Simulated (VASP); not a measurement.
Wanted: the native input for a VASP 6.6.1 run.

```
Task                   : single point
Functional             : LDA
Potentials or basis    : VASP PAW LDA potentials, release 64 (Y_sv)
Cutoff                 : 520 eV
k mesh                 : 8 × 8 × 5
Occupations            : fermi-dirac, width 0.05 eV
Spin                   : no spin polarisation
Dipole correction      : no
Further INCAR settings : ALGO = Fast; EDIFF = 1e-07; NBANDS = 18
```

The structure of Y lies in POSCAR:

```
Y
1.0
    3.6474000000      0.0000000000      0.0000000000
   -1.8237000000      3.1587410578      0.0000000000
    0.0000000000      0.0000000000      5.7306000000
Y
2
Direct
    0.6666666667      0.3333333333      0.7500000000
    0.3333333333      0.6666666667      0.2500000000
```

These files were run (other wordings do the same):

INCAR

```
SYSTEM = Y
  ALGO = Fast
  EDIFF = 1E-7
  ENCUT = 520
  GGA = CA
  ISIF = 2
  ISMEAR = -1
  LASPH = .True.
  LCHARG = .False.
  LREAL = .False.
  LWAVE = .False.
  NBANDS = 18
  NELM = 80
  PREC = Accurate
  SIGMA = 0.05
```

KPOINTS

```
k-points
0
Gamma
  8 8 5
  0 0 0
```

Potentials or basis: VASP PAW LDA potentials, release 64 (Y_sv).

Run with:

```sh
$ cat potpaw_LDA.64/Y_sv/POTCAR > POTCAR
$ mpirun -np 1 vasp_std > vasp.out
```

It gave:

```
Pressure               : -3.9 GPa
Band gap on the k mesh : zero (band 11 reaches 3.75 eV, above the bottom of band 12 at 2.38 eV)
```

Wall time 100 s on 1 thread of Intel Xeon 8259CL, on a shared host, peak memory 0.19 GiB.
